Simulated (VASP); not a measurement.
Write the native input for VASP 6.6.1 that does the following.

| Item | Value |
| --- | --- |
| Task | single point |
| Functional | PBEsol |
| Potentials or basis | VASP PAW PBE potentials, release 64 (Au) |
| Cutoff | 500 eV |
| k mesh | 10 × 10 × 10 |
| Occupations | fermi-dirac, width 0.1 eV |
| Spin | no spin polarisation |
| Dipole correction | no |
| Further INCAR settings | ALGO = Normal; EDIFF = 1e-06; NBANDS = 12 |

The structure of Au lies in POSCAR:

```
Au
1.0
    1.6209557154      1.6209557154      1.6209557154
   -1.6209557154      1.6209557154      1.6209557154
   -1.6209557154     -1.6209557154      1.6209557154
Au
1
Direct
    0.0000000000      0.0000000000      0.0000000000
```

One way to write it, as run:

INCAR

```
  PREC = Accurate
  ENCUT = 500
  EDIFF = 1E-6
  ISMEAR = -1
  SIGMA = 0.1
  LREAL = F
  LASPH = T
  NELM = 120
  ALGO = Normal
  ISIF = 2
  LWAVE = F
  LCHARG = T
  GGA = PS
  LELF = T
  LVHAR = T
  NBANDS = 12
  GGA_COMPAT = F
```

KPOINTS

```
Automatic mesh
0
Gamma
  10 10 10
```

Potentials or basis: VASP PAW PBE potentials, release 64 (Au).

Command:

```sh
$ cat potpaw_PBE.64/Au/POTCAR > POTCAR
$ mpirun -np 1 vasp_std > vasp.out
```

Results of the run:

```yaml
Pressure: -0.3 GPa
```

Caveat: the PAW data sets were made with another functional, which shifts forces and pressure a little.

It took 3.8 s on 1 thread of Intel(R) Xeon(R) 6975P-C (Granite Rapids), with other jobs on the host, peak memory 0.13 GiB.
